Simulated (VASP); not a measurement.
Wanted: the native input for a VASP 6.6.1 run.

- Task: single point
- Functional: PBE
- Potentials or basis: VASP PAW PBE potentials, release 64 (P)
- Cutoff: 520 eV
- k mesh: 6 × 4 × 4
- Occupations: gaussian, width 0.1 eV
- Spin: no spin polarisation
- Dipole correction: no
- Further INCAR settings: ALGO = Normal; EDIFF = 1e-06; NBANDS = 30

The structure of P lies in POSCAR:

```
P
1.0
    3.3175010045      0.0000000000      0.0000000000
    0.0000000000     11.6445947966      0.0000000000
    0.0000000000      0.0000000000      4.5797682586
P
8
Direct
    0.2499915483      0.1592698352      0.1625797205
    0.7499915483      0.3407301648      0.6625797205
    0.2499915483      0.8407301648      0.8374202795
    0.2500084517      0.6592698352      0.6625797205
    0.2500084517      0.3407301648      0.3374202795
    0.7500084517      0.1592698352      0.8374202795
    0.7500084517      0.8407301648      0.1625797205
    0.7499915483      0.6592698352      0.3374202795
```

The cell was generated, and may not be a known phase.

The input as run:

INCAR

```
PREC     = Accurate       # precision mode
ENCUT    = 520            # plane-wave cutoff, eV
EDIFF    = 1E-6           # SCF threshold, eV
ISMEAR   = 0              # smearing method
SIGMA    = 0.1            # smearing width, eV
LREAL    = F              # projectors in reciprocal space
LASPH    = T              # aspherical terms in the spheres
NELM     = 80             # most SCF steps
ALGO     = Normal         # electronic algorithm
ISIF     = 2              # what is computed and relaxed
LWAVE    = F              # write WAVECAR
LCHARG   = F              # write CHGCAR
GGA      = PE             # functional
NBANDS   = 30             # bands
```

KPOINTS

```
regular mesh
0
Gamma
  6 4 4
```

Potentials or basis: VASP PAW PBE potentials, release 64 (P).

Run with:

```console
$ cat potpaw_PBE.64/P/POTCAR > POTCAR
$ mpirun -np 1 vasp_std > vasp.out
```

Results of the run:

```json
{
 "Pressure": "-0.3 GPa",
 "Largest force": "0.038 eV/Å",
 "Band gap on the k mesh": "0.12 eV"
}
```

Caveat: semilocal functionals underestimate gaps, and a narrow one can read as zero; this functional lacks dispersion, which binds layers or chains, so the pressure and a relaxed spacing across them are unreliable.

Run time: 5.6 min on 1 thread of Intel Xeon 8259CL, with other jobs on the host, peak memory 0.34 GiB.
